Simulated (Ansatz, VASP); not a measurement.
**KCaCl3 in VASP and in Ansatz**

INCAR

```
SYSTEM = KCaCl3
ALGO = Normal ; EDIFF = 1E-6
ENCUT = 520 ; ISIF = 2
ISMEAR = 0 ; LASPH = .TRUE.
LCHARG = .TRUE. ; LELF = .TRUE.
LREAL = .FALSE. ; LVHAR = .TRUE.
LWAVE = .FALSE. ; NBANDS = 28
NELM = 60 ; PREC = Accurate
SIGMA = 0.05
```

The input KPOINTS:

```
k-points
0
G
  6 6 6
  0 0 0
```

File POSCAR:

```
KCaCl3
1.0
    4.8053246254      0.0000000000      0.0000000000
    0.0000000000      4.8053246254      0.0000000000
    0.0000000000      0.0000000000      6.7947290203
K Ca Cl
1 1 3
Direct
    0.0000000000      0.0000000000      0.0000000000
    0.5000000000      0.5000000000      0.5000000000
    0.0000000000      0.5000000000      0.5000000000
    0.5000000000      0.0000000000      0.5000000000
    0.5000000000      0.5000000000      0.0000000000
```

Input for Ansatz:

```yaml
crystal:
  lattice:
    - [4.8053246254, 0.0, 0.0]
    - [0.0, 4.8053246254, 0.0]
    - [0.0, 0.0, 6.7947290203]
  atoms:
    - { symbol: K, position: [0.0, 0.0, 0.0] }
    - { symbol: Ca, position: [0.5, 0.5, 0.5] }
    - { symbol: Cl, position: [0.0, 0.5, 0.5] }
    - { symbol: Cl, position: [0.5, 0.0, 0.5] }
    - { symbol: Cl, position: [0.5, 0.5, 0.0] }
basis:
  ecutwfc: 420
kpoints:
  mp_grid: { grid: [6, 6, 6] }
hamiltonian:
  xc: lda
scf:
  occupations: { method: gaussian, width: 0.05 }
output:
  forces: true
  stress: true
  eigenvalues: true
```

Alike in both runs: task single point; functional LDA; k mesh 6 × 6 × 6; occupations gaussian, width 0.05 eV; no spin polarisation.

|  | VASP | Ansatz |
| --- | --- | --- |
| version | VASP 6.6.1 | Ansatz 0.2.0 |
| potentials or method | VASP PAW LDA potentials, release 64 (K_sv, Ca_sv, Cl), cutoff 520 eV | scalar-relativistic, plane waves, PAW |
| valence electrons in the cell | 40 | 40 |

|  | VASP | Ansatz | Ansatz less VASP |
| --- | --- | --- | --- |
| gap on the k mesh at the Fermi level (eV) | 3.59 | 3.59 | -0.005 |
| least direct gap on the mesh (eV) | 4.09 | 4.10 | +0.008 |
| pressure (GPa) | 2.9 | 2.8 | -0.12 |
| traceless stress, the component that is largest in VASP (GPa) | -7.32 | -7.15 | +0.168 |

LDA's correlation is that of Perdew and Zunger in VASP and of Perdew and Wang (1992) in Ansatz.
